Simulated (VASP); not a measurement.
Here is a VASP 6.6.1 calculation.

The input INCAR:

```
SYSTEM = Sb
PREC     = Accurate       ! precision mode
ENCUT    = 520            ! plane-wave cutoff, eV
EDIFF    = 1E-6           ! SCF threshold, eV
ISMEAR   = -1             ! smearing method
SIGMA    = 0.05           ! smearing width, eV
LREAL    = .False.        ! projectors in reciprocal space
LASPH    = .True.         ! aspherical terms in the spheres
NELM     = 100            ! most SCF steps
ALGO     = Normal         ! electronic algorithm
ISIF     = 2              ! what is computed and relaxed
LWAVE    = .False.        ! write WAVECAR
LCHARG   = .False.        ! write CHGCAR
GGA      = PS             ! functional
NBANDS   = 12             ! bands
```

Contents of KPOINTS:

```
Automatic mesh
0
Gamma
  12 12 7
  0 0 0
```

File POSCAR:

```
Sb
1.0
    3.3690001795     -0.0505350027     -0.0505350027
   -1.7282646859      2.9429072422     -0.0184970948
   -0.0799500000     -0.0799500000      5.3300000000
Sb
2
Direct
    0.3333333333      0.6666666667      0.2500000000
    0.6666666667      0.3333333333      0.7500000000
```

Potentials or basis: VASP PAW PBE potentials, release 64 (Sb).

Launch:

```bash
$ cat potpaw_PBE.64/Sb/POTCAR > POTCAR
$ mpirun -np 1 vasp_std > vasp.out
```

**Question.** What does it give for the pressure?

**Answer.** -0.1 GPa.

**Question.** Estimate the largest force.

**Answer.** 0.046 eV/Å.

**Question.** Estimate the band gap on the k mesh.

**Answer.** Zero (band 5 reaches 12.53 eV, above the bottom of band 6 at 5.81 eV).

Stress tensor (GPa, compression positive):
```
 0.03 -0.39  0.19
-0.39  0.32  0.23
 0.19  0.23 -0.67
```

Caveat: the cell differs from its parent crystal (equal xy, yz and zx shear strains of -3 %); the PAW data sets were made with another functional, which shifts forces and pressure a little; spin-orbit coupling is left out, which moves the levels of the heavy elements.
